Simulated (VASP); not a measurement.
# ZnS (F-43m) in VASP: notebook

Aim: see how the results for ZnS move with the level of theory and the settings. Levels: RPBE, PBE. Tasks: single point.

Program: VASP 6.6.1. These are calculated values, not measurements. Logs are shortened: lines on timing, memory, paths and dates and some standing lists are left out, and cuts for length are marked.

### Step 1. The cell of the first run

It takes space group F-43m (No. 216, cubic). Conventional cell: a = 5.387 Å, b = 5.387 Å, c = 5.387 Å, α = 90.00°, β = 90.00°, γ = 90.00°. Within 3.1 Å of Zn (site symmetry -43m) lie 4 S at 2.33 Å. S (site symmetry -43m) has 4 Zn at 2.33 Å within 3.1 Å.

### Step 2. Single point, RPBE

The input, INCAR:

```
PREC = Accurate
ENCUT = 500
EDIFF = 1E-6
ISMEAR = 1
SIGMA = 0.1
LREAL = False
LASPH = True
NELM = 120
ALGO = Normal
ISIF = 2
LWAVE = False
LCHARG = False
GGA = RP
NBANDS = 16
GGA_COMPAT = False
```

The input, KPOINTS:

```
regular mesh
0
Gamma
  4 4 4
```

The input, POSCAR:

```
ZnS
1.0
    0.0000000000      2.6936828773      2.6936828773
    2.6936828773      0.0000000000      2.6936828773
    2.6936828773      2.6936828773      0.0000000000
Zn S
1 1
Direct
    0.0000000000      0.0000000000      0.0000000000
    0.2500000000      0.2500000000      0.2500000000
```

Potentials or basis: VASP PAW PBE potentials, release 64 (Zn, S).

On the command line:

```console
> cat potpaw_PBE.64/Zn/POTCAR potpaw_PBE.64/S/POTCAR > POTCAR
> mpirun -np 1 vasp_std > vasp.out
```

OUTCAR:

```text
PREC = Accurate
   ENCUT = 500
   EDIFF = 1E-6
   ISMEAR = 1
   LREAL = False
   LASPH = True
   NELM = 120
   ISIF = 2
   GGA = RP

 ion  position               nearest neighbor table
   1  0.000  0.000  0.000-   2 2.33   2 2.33   2 2.33   2 2.33
   2  0.250  0.250  0.250-   1 2.33   1 2.33   1 2.33   1 2.33

  LATTYP: Found a face centered cubic cell.
 ALAT       =     5.3873657546

  Lattice vectors:

 A1 = (   0.0000000000,   2.6936828773,   2.6936828773)
 A2 = (   2.6936828773,   0.0000000000,   2.6936828773)
 A3 = (   2.6936828773,   2.6936828773,   0.0000000000)

Analysis of symmetry for initial positions (statically):
=====================================================================
 Subroutine PRICEL returns:
 Original cell was already a primitive cell.

 Routine SETGRP: Setting up the symmetry group for a
 face centered cubic supercell.

 Subroutine GETGRP returns: Found 24 space group operations
 (whereof 24 operations were pure point group operations)
 out of a pool of 48 trial point group operations.

The static configuration has the point symmetry T_d .

Analysis of symmetry for dynamics (positions and initial velocities):
=====================================================================
 Subroutine PRICEL returns:
 Original cell was already a primitive cell.

 Routine SETGRP: Setting up the symmetry group for a
 face centered cubic supercell.

 Subroutine GETGRP returns: Found 24 space group operations
 (whereof 24 operations were pure point group operations)
 out of a pool of 48 trial point group operations.

The dynamic configuration has the point symmetry T_d .

 Subroutine INISYM returns: Found 24 space group operations
 (whereof 24 operations are pure point group operations),
 and found     1 'primitive' translations

----------------------------------------------------------------------------------------

                                     Primitive cell

  volume of cell :      39.0903

  direct lattice vectors                    reciprocal lattice vectors
     0.000000000  2.693682877  2.693682877    -0.185619474  0.185619474  0.185619474
     2.693682877  0.000000000  2.693682877     0.185619474 -0.185619474  0.185619474
     2.693682877  2.693682877  0.000000000     0.185619474  0.185619474 -0.185619474

  length of vectors
     3.809442858  3.809442858  3.809442858     0.321502361  0.321502361  0.321502361

  position of ions in fractional coordinates (direct lattice)
     0.000000000  0.000000000  0.000000000
     0.250000000  0.250000000  0.250000000

  ion indices of the primitive-cell ions
   primitive index   ion index
                 1           1
                 2           2

----------------------------------------------------------------------------------------

 KPOINTS: regular mesh

Automatic generation of k-mesh.
 Grid dimensions read from file:
 generate k-points for:    4    4    4

 Generating k-lattice:

  Cartesian coordinates                     Fractional coordinates (reciprocal lattice)
    -0.046404869  0.046404869  0.046404869     0.250000000  0.000000000  0.000000000
     0.046404869 -0.046404869  0.046404869     0.000000000  0.250000000  0.000000000
     0.046404869  0.046404869 -0.046404869     0.000000000  0.000000000  0.250000000

  Length of vectors
     0.080375590  0.080375590  0.080375590

  Shift w.r.t. Gamma in fractional coordinates (k-lattice)
     0.000000000  0.000000000  0.000000000

 Subroutine IBZKPT returns following result:
 ===========================================

 Found      8 irreducible k-points:

 Following reciprocal coordinates:
            Coordinates               Weight
  0.000000  0.000000  0.000000      1.000000
  0.250000  0.000000  0.000000      8.000000
  0.500000  0.000000  0.000000      4.000000
  0.250000  0.250000  0.000000      6.000000
  0.500000  0.250000  0.000000     24.000000
 -0.250000  0.250000  0.000000     12.000000
  0.500000  0.500000  0.000000      3.000000
 -0.250000  0.500000  0.250000      6.000000
   k-points           NKPTS =      8   k-points in BZ     NKDIM =      8   number of bands    NBANDS=     16
   number of dos      NEDOS =    301   number of ions     NIONS =      2
   total plane-waves  NPLWV =  21952
   dimension x,y,z NGX =    28 NGY =   28 NGZ =   28
   dimension x,y,z NGXF=    56 NGYF=   56 NGZF=   56
   ions per type =               1   1
   NGX,Y,Z   is equivalent  to a cutoff of  12.22, 12.22, 12.22 a.u.
   NGXF,Y,Z  is equivalent  to a cutoff of  24.44, 24.44, 24.44 a.u.
 SYSTEM =  unknown system
   PREC   = accura    normal or accurate (medium, high low for compatibility)
   ISTART =      0    job   : 0-new  1-cont  2-samecut
   ICHARG =      2    charge: 1-file 2-atom 10-const
   ISPIN  =      1    spin polarized calculation?
   LNONCOLLINEAR =      F non collinear calculations
   LSORBIT =      F    spin-orbit coupling
   LASPH  =      T    aspherical Exc in radial PAW
   ENCUT  =  500.0 eV  36.75 Ry    6.06 a.u.   6.95  6.95  6.95*2*pi/ulx,y,z
   NELM   =    120;   NELMIN=  2; NELMDL= -5     # of ELM steps
   EDIFF  = 0.1E-05   stopping-criterion for ELM
   LREAL  =      F    real-space projection
   EDIFFG = 0.1E-04   stopping-criterion for IOM
   NSW    =      0    number of steps for IOM
   IBRION =     -1    ionic relax: 0-MD 1-quasi-New 2-CG
   NFREE  =      0    steps in history (QN), initial steepest desc. (CG)
   ISIF   =      2    stress and relaxation
   ISYM   =      2    0-nonsym 1-usesym 2-fastsym
   POTIM  = 0.5000    time-step for ionic-motion
   TEBEG  =    0.0;   TEEND  =   0.0 temperature during run
   PSTRESS=    0.0 pullay stress
   NELECT =      18.0000    total number of electrons
   NUPDOWN=      -1.0000    fix difference up-down
   EMIN   =  10.00;   EMAX   =-10.00  energy-range for DOS
   EFERMI =   0.00;   METHOD = LEGACY
   ISMEAR =     1;   SIGMA  =   0.10  broadening in eV -4-tet -1-fermi 0-gaus
   EFERMI_NEDOS =   21; number of points for ismear=-14 and -15
   IALGO  =     38    algorithm
   IMIX   =      4    mixing-type and parameters
     AMIX     =   0.40;   BMIX     =  1.00
     AMIX_MAG =   1.60;   BMIX_MAG =  1.00
  volume/ion in A,a.u.               =      19.55       131.90
  Fermi-wavevector in a.u.,A,eV,Ry     =   1.264181  2.388955 21.744194  1.598153
  Thomas-Fermi vector in A             =   2.397499
   LORBIT       =      0    0 simple, 1 ext, 2 COOP (PROOUT), +10 PAW based schemes
   GGA     = RP    functional components
   LHFCALC =     F    Hartree Fock is set to
   AEXX    =    0.0000 exact exchange contribution
   IVDW    =     0    specifies the selected vdW correction
   LEPSILON=     F    determine dielectric tensor
   LRPA    =     F    only Hartree local field effects (RPA)
 non-spin polarized calculation
 Methfessel and Paxton  Order N= 1 SIGMA  =   0.10
  energy-cutoff  :      500.00
  volume of cell :       39.09
 maximum number of plane-waves:       998
   NGX = 13   NGY = 13   NGZ = 13

 number of electron      18.0000006 magnetization

 Free energy of the ion-electron system (eV)
  ---------------------------------------------------
  ext. energy  EPLUGINS =         0.00000000
  ---------------------------------------------------
  free energy    TOTEN  =        -6.11865500 eV

  energy without entropy =       -6.11892678  energy(sigma->0) =       -6.11874560

 E-fermi :   2.4146     XC(G=0):  -9.4416

 val. band max:        2.3304184346   @ k =   0.0000   0.0000   0.0000
 cond. band min:       4.6457591424   @ k =   0.0000   0.0000   0.0000
 fundamental gap:      2.3153407078
 Fermi energy:         2.4146065249

 k-point     1 :       0.0000    0.0000    0.0000
  band No.  band energies     occupation
      1     -10.8571      2.00000
      2      -4.0204      2.00000
      3      -4.0204      2.00000
      4      -4.0204      2.00000
      5      -3.5088      2.00000
      6      -3.5088      2.00000
      7       2.3304      2.00000
      8       2.3304      2.00000
      9       2.3304      2.00000
     10       4.6458      0.00000
     11       8.7581      0.00000
     12       8.7581      0.00000
     13       8.7581      0.00000
     14      14.0663      0.00000
     15      14.0663      0.00000
     16      14.5142      0.00000

 k-point     2 :       0.2500    0.0000    0.0000
  band No.  band energies     occupation
      1     -10.4318      2.00000
      2      -3.9700      2.00000
      3      -3.9518      2.00000
      4      -3.9518      2.00000
      5      -3.5070      2.00000
      6      -3.5070      2.00000
      7      -0.4897      2.00000
      8       1.8564      2.00000
      9       1.8564      2.00000
     10       5.9505      0.00000
     11       9.3883      0.00000
     12       9.3883      0.00000
     13       9.4155      0.00000
     14      13.3254      0.00000
     15      13.3254      0.00000
     16      14.7932      0.00000

 k-point     3 :       0.5000    0.0000    0.0000
  band No.  band energies     occupation
      1      -9.9217      2.00000
      2      -3.9026      2.00000
      3      -3.9026      2.00000
      4      -3.4773      2.00000
      5      -3.4773      2.00000
      6      -3.2996      2.00000
      7      -2.9796      2.00000
      8       1.4538      2.00000
      9       1.4538      2.00000
     10       5.7706      0.00000
     11       9.2949      0.00000
     12       9.2949      0.00000
     13      11.4347      0.00000
     14      14.7687      0.00000
     15      15.7337      0.00000
     16      15.7337      0.00000

 k-point     4 :       0.2500    0.2500    0.0000
  band No.  band energies     occupation
      1     -10.2892      2.00000
      2      -4.0690      2.00000
      3      -3.8705      2.00000
      4      -3.8705      2.00000
      5      -3.5485      2.00000
      6      -3.4700      2.00000
      7      -0.2152      2.00000
      8       1.0825      2.00000
      9       1.0825      2.00000
     10       6.9550      0.00000
     11       6.9919      0.00000
     12      10.9410      0.00000
     13      10.9410      0.00000
     14      11.2947      0.00000
     15      14.8286      0.00000
     16      18.4052      0.00000

 k-point     5 :       0.5000    0.2500    0.0000
  band No.  band energies     occupation
      1      -9.7760      2.00000
      2      -3.9358      2.00000
      3      -3.7886      2.00000
      4      -3.6717      2.00000
      5      -3.4637      2.00000
      6      -3.3409      2.00000
      7      -2.1507      2.00000
      8      -0.0721      2.00000
      9       0.7195      2.00000
     10       6.7637      0.00000
     11       8.4167      0.00000
     12      10.6167      0.00000
     13      11.2348      0.00000
     14      14.2314      0.00000
     15      15.8510      0.00000
     16      17.2667      0.00000

 k-point     6 :      -0.2500    0.2500    0.0000
  band No.  band energies     occupation
      1      -9.9483      2.00000
      2      -3.8938      2.00000
      3      -3.8598      2.00000
      4      -3.7337      2.00000
      5      -3.5236      2.00000
      6      -3.4464      2.00000
      7      -1.6190      2.00000
      8      -0.1875      2.00000
      9       1.4168      2.00000
     10       7.2735      0.00000
     11       9.1304      0.00000
     12       9.7784      0.00000
     13      10.2770      0.00000
     14      12.7658      0.00000
     15      15.7491      0.00000
     16      17.0378      0.00000

 k-point     7 :       0.5000    0.5000    0.0000
  band No.  band energies     occupation
      1      -9.6059      2.00000
      2      -4.0491      2.00000
      3      -3.6687      2.00000
      4      -3.6687      2.00000
      5      -3.4312      2.00000
      6      -3.2848      2.00000
      7      -2.2312      2.00000
      8       0.0879      2.00000
      9       0.0879      2.00000
     10       5.8492      0.00000
     11       6.4914      0.00000
     12      13.5623      0.00000
     13      14.4420      0.00000
     14      14.4420      0.00000
     15      15.9915      0.00000
     16      16.9205      0.00000

 k-point     8 :      -0.2500    0.5000    0.2500
  band No.  band energies     occupation
      1      -9.6001      2.00000
      2      -3.8854      2.00000
      3      -3.7296      2.00000
      4      -3.5711      2.00000
      5      -3.5460      2.00000
      6      -3.0991      2.00000
      7      -2.2707      2.00000
      8      -0.4343      2.00000
      9      -0.3920      2.00000
     10       8.1447      0.00000
     11       8.4554      0.00000
     12      10.3118      0.00000
     13      10.6934      0.00000
     14      14.9685      0.00000
     15      16.2614      0.00000
     16      17.3886      0.00000

------------------------ aborting loop because EDIFF is reached ----------------------------------------

  FORCE on cell =-STRESS in cart. coord.  units (eV):
  Direction    XX          YY          ZZ          XY          YZ          ZX
  --------------------------------------------------------------------------------------
  -------------------------------------------------------------------------------------
  Total        1.3143930      1.3143930      1.3143930      0.0000000      0.0000000     -0.0000000
  in kB       53.8724113     53.8724113     53.8724113      0.0000000      0.0000000     -0.0000000
  external PRESSURE =      53.8724113 kB  Pullay stress =       0.0000000 kB

 VOLUME and BASIS-vectors are now :
 -----------------------------------------------------------------------------
  energy-cutoff  :      500.00
  volume of cell :       39.09
      direct lattice vectors                 reciprocal lattice vectors
     0.000000000  2.693682877  2.693682877    -0.185619474  0.185619474  0.185619474
     2.693682877  0.000000000  2.693682877     0.185619474 -0.185619474  0.185619474
     2.693682877  2.693682877  0.000000000     0.185619474  0.185619474 -0.185619474

 POSITION                                       TOTAL-FORCE (eV/Angst)
 -----------------------------------------------------------------------------------
      0.00000      0.00000      0.00000         0.000000      0.000000      0.000000
      1.34684      1.34684      1.34684        -0.000000     -0.000000     -0.000000
 -----------------------------------------------------------------------------------
    total drift:                                0.000001      0.000001      0.000000

  FREE ENERGIE OF THE ION-ELECTRON SYSTEM (eV)
  ---------------------------------------------------
  free  energy   TOTEN  =        -6.1186550029 eV

  energy  without entropy=       -6.1189267798  energy(sigma->0) =       -6.11874560
```

It took 11 s on 1 thread of Intel Xeon Platinum 8259CL at 2.50GHz (Skylake/Cascade Lake), shared host; peak memory 0.15 GiB.

Results:

* Free energy: -6.1187 eV
* Pressure: 5.4 GPa
* Band gap on the k mesh: 2.32 eV, direct

Caveat: the k points lie up to 0.51 Å⁻¹ apart; the PAW data sets were made with another functional, which shifts forces and pressure a little.

(Part 1 of 2 ends here.)
